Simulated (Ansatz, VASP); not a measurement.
## One calculation of C, two programs

Contents of INCAR:

```
SYSTEM = C
PREC = Accurate
ENCUT = 520
EDIFF = 1E-6
ISMEAR = 0
SIGMA = 0.05
LREAL = .False.
LASPH = .True.
NELM = 80
ALGO = Normal
ISIF = 2
LWAVE = .False.
LCHARG = .True.
GGA = PE
IVDW = 12
LELF = .True.
LVHAR = .True.
NBANDS = 11
```

KPOINTS

```
Automatic mesh
0
Gamma
  15 15 15
  0 0 0
```

Contents of POSCAR:

```
C
1.0
    1.2324809262      0.7115731945      3.3609366220
   -1.2324809262      0.7115731945      3.3609366220
    0.0000000000     -1.4231463891      3.3609366220
C
2
Direct
    0.1665508604      0.1665508604      0.1454708084
    0.8334491396      0.8334491396      0.8545291916
```

Input for Ansatz:

```yaml
crystal:
  lattice:
    - [1.2324809262, 0.7115731945, 3.360936622]
    - [-1.2324809262, 0.7115731945, 3.360936622]
    - [0.0, -1.4231463891, 3.360936622]
  atoms:
    - { symbol: C, position: [0.1665508604, 0.1665508604, 0.1454708084] }
    - { symbol: C, position: [0.8334491396, 0.8334491396, 0.8545291916] }
basis:
  ecutwfc: 520.0
kpoints:
  mp_grid: { grid: [15, 15, 15] }
hamiltonian:
  xc: pbe
  pseudopotentials: { kind: paw, azcp: { folder: soft_1 } }
  dispersion: d3bj
scf:
  occupations: { method: gaussian, width: 0.05 }
output:
  forces: true
  stress: true
  eigenvalues: true
```

Change from the starting cell: mode 4 frozen in at -0.071 Å and mode 6 at +0.030 Å (largest displacements).

Alike in both runs: task single point; functional PBE; dispersion D3(BJ); k mesh 15 × 15 × 15; occupations gaussian, width 0.05 eV; no spin polarisation.

|  | VASP | Ansatz |
| --- | --- | --- |
| version | VASP 6.6.1 | Ansatz 0.2.0 |
| potentials or method | VASP PAW PBE potentials, release 64 (C), cutoff 520 eV | scalar-relativistic, plane waves, PAW |
| valence electrons in the cell | 8 | 8 |

|  | VASP | Ansatz | Ansatz less VASP |
| --- | --- | --- | --- |
| gap on the k mesh at the Fermi level (eV) | 0.27 | 0.27 | 0.000 |
| least direct gap on the mesh (eV) | 0.27 | 0.27 | 0.000 |
| pressure (GPa) | 0.7 | 0.2 | -0.43 |
| traceless stress, the component that is largest in VASP (GPa) | 7.47 | 7.10 | -0.371 |
| rms of the force components (eV/Å) | 2.132 | 2.132 | +0.0002 |

Atom by atom the forces differ by 0.006 eV/Å (rms over components).
